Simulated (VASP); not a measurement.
# Os (P6_3/mmc) in VASP: notebook

Runs on Os. Level: BLYP. Tasks: single point.

Everything below comes from runs of VASP 6.6.1. Logs are shortened: lines on timing, memory, paths and dates and some standing lists are left out, and cuts for length are marked.

## Step 1: The cell of the first run

It takes space group P6_3/mmc (No. 194, hexagonal). Conventional cell: a = 2.716 Å, b = 2.716 Å, c = 4.291 Å, α = 90.00°, β = 90.00°, γ = 120.00°. Within 3.5 Å of Os (site symmetry -6m2) lie 12 Os at 2.66 to 2.72 Å.

## Step 2: Single point, BLYP

The input, INCAR:

```
  AGGAC = 1.0
  AGGAX = 1.0
  ALDAC = 0.0
  ALDAX = 1.0
  ALGO = Normal
  EDIFF = 1E-6
  ENCUT = 520
  GGA = B5
  ISIF = 2
  ISMEAR = -1
  LASPH = True
  LCHARG = False
  LREAL = False
  LWAVE = False
  NBANDS = 15
  NELM = 60
  PREC = Accurate
  SIGMA = 0.05
```

The input, KPOINTS:

```
k-points
0
Gamma
  11 11 6
```

The input, POSCAR:

```
Os
1.0
    2.7157497827      0.0000000000      0.0000000000
   -1.3578748913      2.3519083021      0.0000000000
    0.0000000000      0.0000000000      4.2907078513
Os
2
Direct
    0.6666666667      0.3333333333      0.7500000000
    0.3333333333      0.6666666667      0.2500000000
```

Potentials or basis: VASP PAW PBE potentials, release 64 (Os).

The run is started by

```sh
cat potpaw_PBE.64/Os/POTCAR > POTCAR
mpirun -np 1 vasp_std > vasp.out
```

OUTCAR:

```text
EDIFF = 1E-6
   ENCUT = 520
   GGA = B5
   ISIF = 2
   ISMEAR = -1
   LASPH = True
   LREAL = False
   NELM = 60
   PREC = Accurate

 ion  position               nearest neighbor table
   1  0.667  0.333  0.750-   2 2.66   2 2.66   2 2.66   2 2.66   2 2.66   2 2.66
   2  0.333  0.667  0.250-   1 2.66   1 2.66   1 2.66   1 2.66   1 2.66   1 2.66

  LATTYP: Found a hexagonal cell.
 ALAT       =     2.7157497827
 C/A-ratio  =     1.5799348963

  Lattice vectors:

 A1 = (   2.7157497827,   0.0000000000,   0.0000000000)
 A2 = (  -1.3578748913,   2.3519083021,   0.0000000000)
 A3 = (   0.0000000000,   0.0000000000,   4.2907078513)

Analysis of symmetry for initial positions (statically):
=====================================================================
 Subroutine PRICEL returns:
 Original cell was already a primitive cell.

 Routine SETGRP: Setting up the symmetry group for a
 hexagonal supercell.

 Subroutine GETGRP returns: Found 24 space group operations
 (whereof 12 operations were pure point group operations)
 out of a pool of 24 trial point group operations.

The static configuration has the point symmetry D_3d.
 The point group associated with its full space group is D_6h.

Analysis of symmetry for dynamics (positions and initial velocities):
=====================================================================
 Subroutine PRICEL returns:
 Original cell was already a primitive cell.

 Routine SETGRP: Setting up the symmetry group for a
 hexagonal supercell.

 Subroutine GETGRP returns: Found 24 space group operations
 (whereof 12 operations were pure point group operations)
 out of a pool of 24 trial point group operations.

The dynamic configuration has the point symmetry D_3d.
 The point group associated with its full space group is D_6h.

 Subroutine INISYM returns: Found 24 space group operations
 (whereof 12 operations are pure point group operations),
 and found     1 'primitive' translations

----------------------------------------------------------------------------------------

                                     Primitive cell

  volume of cell :      27.4056

  direct lattice vectors                    reciprocal lattice vectors
     2.715749783  0.000000000  0.000000000     0.368222436  0.212593322  0.000000000
    -1.357874891  2.351908302  0.000000000     0.000000000  0.425186645  0.000000000
     0.000000000  0.000000000  4.290707851     0.000000000  0.000000000  0.233061778

  length of vectors
     2.715749783  2.715749783  4.290707851     0.425186645  0.425186645  0.233061778

  position of ions in fractional coordinates (direct lattice)
     0.666666667  0.333333333  0.750000000
     0.333333333  0.666666667  0.250000000

  ion indices of the primitive-cell ions
   primitive index   ion index
                 1           1
                 2           2

----------------------------------------------------------------------------------------

 KPOINTS: k-points

Automatic generation of k-mesh.
 Grid dimensions read from file:
 generate k-points for:   11   11    6

 Generating k-lattice:

  Cartesian coordinates                     Fractional coordinates (reciprocal lattice)
     0.033474767  0.019326666  0.000000000     0.090909091  0.000000000  0.000000000
     0.000000000  0.038653331  0.000000000     0.000000000  0.090909091  0.000000000
     0.000000000  0.000000000  0.038843630     0.000000000  0.000000000  0.166666667

  Length of vectors
     0.038653331  0.038653331  0.038843630

  Shift w.r.t. Gamma in fractional coordinates (k-lattice)
     0.000000000  0.000000000  0.000000000

 Subroutine IBZKPT returns following result:
 ===========================================

 Found     64 irreducible k-points:

 Following reciprocal coordinates:
            Coordinates               Weight
  0.000000  0.000000  0.000000      1.000000
  0.090909  0.000000  0.000000      6.000000
  0.181818  0.000000  0.000000      6.000000
  0.272727  0.000000  0.000000      6.000000
  0.363636  0.000000  0.000000      6.000000
  0.454545 -0.000000  0.000000      6.000000
[... 16 lines left out ...]
  0.090909  0.090909  0.166667     12.000000
  0.181818  0.090909  0.166667     24.000000
 [... further k-points ...]
   k-points           NKPTS =     64   k-points in BZ     NKDIM =     64   number of bands    NBANDS=     15
   number of dos      NEDOS =    301   number of ions     NIONS =      2
   total plane-waves  NPLWV =  12800
   dimension x,y,z NGX =    20 NGY =   20 NGZ =   32
   dimension x,y,z NGXF=    40 NGYF=   40 NGZF=   64
   ions per type =               2
   NGX,Y,Z   is equivalent  to a cutoff of  12.24, 12.24, 12.40 a.u.
   NGXF,Y,Z  is equivalent  to a cutoff of  24.49, 24.49, 24.80 a.u.
 SYSTEM =  unknown system
   PREC   = accura    normal or accurate (medium, high low for compatibility)
   ISTART =      0    job   : 0-new  1-cont  2-samecut
   ICHARG =      2    charge: 1-file 2-atom 10-const
   ISPIN  =      1    spin polarized calculation?
   LNONCOLLINEAR =      F non collinear calculations
   LSORBIT =      F    spin-orbit coupling
   LASPH  =      T    aspherical Exc in radial PAW
   ENCUT  =  520.0 eV  38.22 Ry    6.18 a.u.   5.05  5.05  7.98*2*pi/ulx,y,z
   NELM   =     60;   NELMIN=  2; NELMDL= -5     # of ELM steps
   EDIFF  = 0.1E-05   stopping-criterion for ELM
   LREAL  =      F    real-space projection
   EDIFFG = 0.1E-04   stopping-criterion for IOM
   NSW    =      0    number of steps for IOM
   IBRION =     -1    ionic relax: 0-MD 1-quasi-New 2-CG
   NFREE  =      0    steps in history (QN), initial steepest desc. (CG)
   ISIF   =      2    stress and relaxation
   ISYM   =      2    0-nonsym 1-usesym 2-fastsym
   POTIM  = 0.5000    time-step for ionic-motion
   TEBEG  =    0.0;   TEEND  =   0.0 temperature during run
   PSTRESS=    0.0 pullay stress
   NELECT =      16.0000    total number of electrons
   NUPDOWN=      -1.0000    fix difference up-down
   EMIN   =  10.00;   EMAX   =-10.00  energy-range for DOS
   EFERMI =   0.00;   METHOD = LEGACY
   ISMEAR =    -1;   SIGMA  =   0.05  broadening in eV -4-tet -1-fermi 0-gaus
   EFERMI_NEDOS =   21; number of points for ismear=-14 and -15
   IALGO  =     38    algorithm
   IMIX   =      4    mixing-type and parameters
     AMIX     =   0.40;   BMIX     =  1.00
     AMIX_MAG =   1.60;   BMIX_MAG =  1.00
  volume/ion in A,a.u.               =      13.70        92.47
  Fermi-wavevector in a.u.,A,eV,Ry     =   1.368259  2.585635 25.471929  1.872134
  Thomas-Fermi vector in A             =   2.494239
   LORBIT       =      0    0 simple, 1 ext, 2 COOP (PROOUT), +10 PAW based schemes
   GGA     = B5    functional components
   LHFCALC =     F    Hartree Fock is set to
   AEXX    =    0.0000 exact exchange contribution
   IVDW    =     0    specifies the selected vdW correction
   LEPSILON=     F    determine dielectric tensor
   LRPA    =     F    only Hartree local field effects (RPA)
 non-spin polarized calculation
  energy-cutoff  :      520.00
  volume of cell :       27.41
 maximum number of plane-waves:       752
   NGX = 11   NGY = 11   NGZ = 15

 number of electron      15.9999998 magnetization

 Free energy of the ion-electron system (eV)
  ---------------------------------------------------
  ext. energy  EPLUGINS =         0.00000000
  ---------------------------------------------------
  free energy    TOTEN  =       -19.00702584 eV

  energy without entropy =      -18.99348804  energy(sigma->0) =      -19.00025694

 E-fermi :  10.3490     XC(G=0): -13.4606

 val. band max:       10.3221951470   @ k =   0.3636   0.0000   0.3333
 cond. band min:      10.4076518401   @ k =   0.3636   0.0909   0.3333
 fundamental gap:      0.0854566931
 Fermi energy:        10.3489533920

 k-point     1 :       0.0000    0.0000    0.0000
  band No.  band energies     occupation
      1      -0.5307      2.00000
      2       2.4745      2.00000
      3       7.2343      2.00000
      4       7.2343      2.00000
      5       7.4855      2.00000
      6       8.0948      2.00000
      7       8.0948      2.00000
      8       8.7579      2.00000
      9       8.7579      2.00000
     10      10.7562      0.00058
     11      12.1297      0.00000
     12      12.1297      0.00000
     13      19.7832      0.00000
     14      24.7700      0.00000
     15      27.4228      0.00000

 k-point     2 :       0.0909    0.0000    0.0000
  band No.  band energies     occupation
      1      -0.1893      2.00000
      2       2.7748      2.00000
      3       6.6697      2.00000
      4       7.5379      2.00000
      5       7.8601      2.00000
      6       8.0188      2.00000
      7       8.3040      2.00000
      8       8.3786      2.00000
      9       8.5224      2.00000
     10       9.5109      2.00000
     11      12.2927      0.00000
     12      13.9195      0.00000
     13      19.7537      0.00000
     14      25.4666      0.00000
     15      27.8557      0.00000

 k-point     3 :       0.1818    0.0000    0.0000
  band No.  band energies     occupation
      1       0.7489      2.00000
      2       3.4696      2.00000
      3       6.0313      2.00000
      4       6.8595      2.00000
      5       7.4422      2.00000
      6       7.9914      2.00000
      7       8.4159      2.00000
      8       8.7860      2.00000
      9       8.7913      2.00000
     10       9.1931      2.00000
     11      12.6245      0.00000
     12      16.4022      0.00000
     13      19.5671      0.00000
     14      26.6255      0.00000
     15      28.1298      0.00000
[... 343 lines left out ...]
 k-point    23 :       0.0909    0.0909    0.1667
  band No.  band energies     occupation
      1       0.7706      2.00000
      2       3.4006      2.00000
      3       6.1648      2.00000
      4       6.6393      2.00000
      5       7.3451      2.00000
      6       7.7104      2.00000
      7       8.2586      2.00000
      8       8.5546      2.00000
      9       9.3193      2.00000
     10       9.3478      2.00000
     11      12.4170      0.00000
     12      14.6152      0.00000
     13      21.3227      0.00000
     14      26.0561      0.00000
     15      28.1610      0.00000

 k-point    24 :       0.1818    0.0909    0.1667
  band No.  band energies     occupation
      1       1.8142      2.00000
      2       4.1147      2.00000
      3       5.5632      2.00000
      4       5.7616      2.00000
      5       6.9890      2.00000
      6       7.6283      2.00000
      7       8.2624      2.00000
      8       9.1986      2.00000
      9       9.8371      1.99993
     10      10.2136      1.87490
     11      12.5829      0.00000
     12      16.1982      0.00000
     13      21.3044      0.00000
     14      26.0052      0.00000
     15      27.0601      0.00000

 [... further k-points ...]
[... 5 lines left out ...]
  --------------------------------------------------------------------------------------
  -------------------------------------------------------------------------------------
  Total        6.7640933      6.7640933      6.9784022      0.0000000      0.0000000      0.0000000
  in kB      395.4404439    395.4404439    407.9693117      0.0000000      0.0000000      0.0000000
  external PRESSURE =     399.6167332 kB  Pullay stress =       0.0000000 kB

 VOLUME and BASIS-vectors are now :
 -----------------------------------------------------------------------------
  energy-cutoff  :      520.00
  volume of cell :       27.41
      direct lattice vectors                 reciprocal lattice vectors
     2.715749783  0.000000000  0.000000000     0.368222436  0.212593322  0.000000000
    -1.357874891  2.351908302  0.000000000     0.000000000  0.425186645  0.000000000
     0.000000000  0.000000000  4.290707851     0.000000000  0.000000000  0.233061778

 POSITION                                       TOTAL-FORCE (eV/Angst)
 -----------------------------------------------------------------------------------
      1.35787      0.78397      3.21803        -0.000000      0.000000      0.000000
     -0.00000      1.56794      1.07268         0.000000     -0.000000      0.000000
 -----------------------------------------------------------------------------------
    total drift:                                0.000000     -0.000000     -0.000000

  FREE ENERGIE OF THE ION-ELECTRON SYSTEM (eV)
  ---------------------------------------------------
  free  energy   TOTEN  =       -19.0070258421 eV

  energy  without entropy=      -18.9934880435  energy(sigma->0) =      -19.00025694
```

Wall time 19 s (1 thread of AMD EPYC 7R13 (Zen 3), shared host); peak memory 0.12 GiB.

Results:

* Free energy: -19.0070 eV
* Pressure: 40.0 GPa
* Band gap on the k mesh: zero (band 8 reaches 12.55 eV, above the bottom of band 9 at 8.52 eV)

Caveat: the PAW data sets were made with another functional, which shifts forces and pressure a little; spin-orbit coupling is left out, which moves the levels of the heavy elements.

## Step 3: Single point, BLYP

This run uses another cell than the first one, of 13.98 Å³/atom, 1.020 times its volume.

The input, INCAR:

```
SYSTEM = Os
AGGAC    = 1.0          
AGGAX    = 1.0          
ALDAC    = 0.0          
ALDAX    = 1.0          
ALGO     = Normal         ! electronic algorithm
EDIFF    = 1E-6           ! SCF threshold, eV
ENCUT    = 520            ! plane-wave cutoff, eV
GGA      = B5             ! functional
ISIF     = 2              ! what is computed and relaxed
ISMEAR   = -1             ! smearing method
LASPH    = .TRUE.         ! aspherical terms in the spheres
LCHARG   = .FALSE.        ! write CHGCAR
LREAL    = .FALSE.        ! projectors in reciprocal space
LWAVE    = .FALSE.        ! write WAVECAR
NBANDS   = 15             ! bands
NELM     = 80             ! most SCF steps
PREC     = Accurate       ! precision mode
SIGMA    = 0.05           ! smearing width, eV
```

The input, KPOINTS:

```
k-points
0
G
  11 11 6
  0 0 0
```

The input, POSCAR:

```
Os
1.0
    2.7341000000      0.0000000000      0.0000000000
   -1.3670500000      2.3678000565      0.0000000000
    0.0000000000      0.0000000000      4.3197000000
Os
2
Direct
    0.6666666667      0.3333333333      0.7500000000
    0.3333333333      0.6666666667      0.2500000000
```

Potentials or basis: VASP PAW PBE potentials, release 64 (Os).

The run is started by

```sh
cat potpaw_PBE.64/Os/POTCAR > POTCAR
mpirun -np 1 vasp_std > vasp.out
```

OUTCAR:

```text
SYSTEM = Os
   EDIFF = 1E-6
   ENCUT = 520
   GGA = B5
   ISIF = 2
   ISMEAR = -1
   LASPH = .TRUE.
   LREAL = .FALSE.
   NELM = 80
   PREC = Accurate

 ion  position               nearest neighbor table
   1  0.667  0.333  0.750-   2 2.68   2 2.68   2 2.68   2 2.68   2 2.68   2 2.68
   2  0.333  0.667  0.250-   1 2.68   1 2.68   1 2.68   1 2.68   1 2.68   1 2.68

  LATTYP: Found a hexagonal cell.
 ALAT       =     2.7341000000
 C/A-ratio  =     1.5799348963

  Lattice vectors:

 A1 = (   2.7341000000,   0.0000000000,   0.0000000000)
[... 610 lines left out ...]
     10       9.9021      1.86838
     11      12.1944      0.00000
     12      15.7217      0.00000
     13      20.7686      0.00000
     14      25.4352      0.00000
     15      26.5272      0.00000

 [... further k-points ...]
[... 5 lines left out ...]
  --------------------------------------------------------------------------------------
  -------------------------------------------------------------------------------------
  Total        5.1367196      5.1367196      5.2394605      0.0000000     -0.0000000      0.0000000
  in kB      294.2953729    294.2953729    300.1816536      0.0000000     -0.0000000      0.0000000
  external PRESSURE =     296.2574665 kB  Pullay stress =       0.0000000 kB

 VOLUME and BASIS-vectors are now :
 -----------------------------------------------------------------------------
  energy-cutoff  :      520.00
  volume of cell :       27.96
      direct lattice vectors                 reciprocal lattice vectors
     2.734100000  0.000000000  0.000000000     0.365751070  0.211166479  0.000000000
    -1.367050000  2.367800057  0.000000000     0.000000000  0.422332957  0.000000000
     0.000000000  0.000000000  4.319700000     0.000000000  0.000000000  0.231497558

 POSITION                                       TOTAL-FORCE (eV/Angst)
 -----------------------------------------------------------------------------------
      1.36705      0.78927      3.23977        -0.000000      0.000000      0.000000
     -0.00000      1.57853      1.07993         0.000000     -0.000000      0.000000
 -----------------------------------------------------------------------------------
    total drift:                               -0.000000      0.000000     -0.000000

  FREE ENERGIE OF THE ION-ELECTRON SYSTEM (eV)
  ---------------------------------------------------
  free  energy   TOTEN  =       -19.1283887852 eV

  energy  without entropy=      -19.1144324970  energy(sigma->0) =      -19.12141064
```

Wall time 18 s (1 thread of AMD EPYC 7R13 (Zen 3), shared host); peak memory 0.12 GiB.

Results:

```yaml
Free_energy: -19.1284 eV
Pressure: 29.6 GPa
Band_gap_on_the_k_mesh: zero (band 8 reaches 12.16 eV, above the bottom of band 9 at 8.26 eV)
```

Stress tensor (GPa, compression positive):
```
29.43  0.00  0.00
 0.00 29.43  0.00
 0.00  0.00 30.02
```

Caveat: the PAW data sets were made with another functional, which shifts forces and pressure a little; spin-orbit coupling is left out, which moves the levels of the heavy elements.

(Continued in part 2 of 2.)
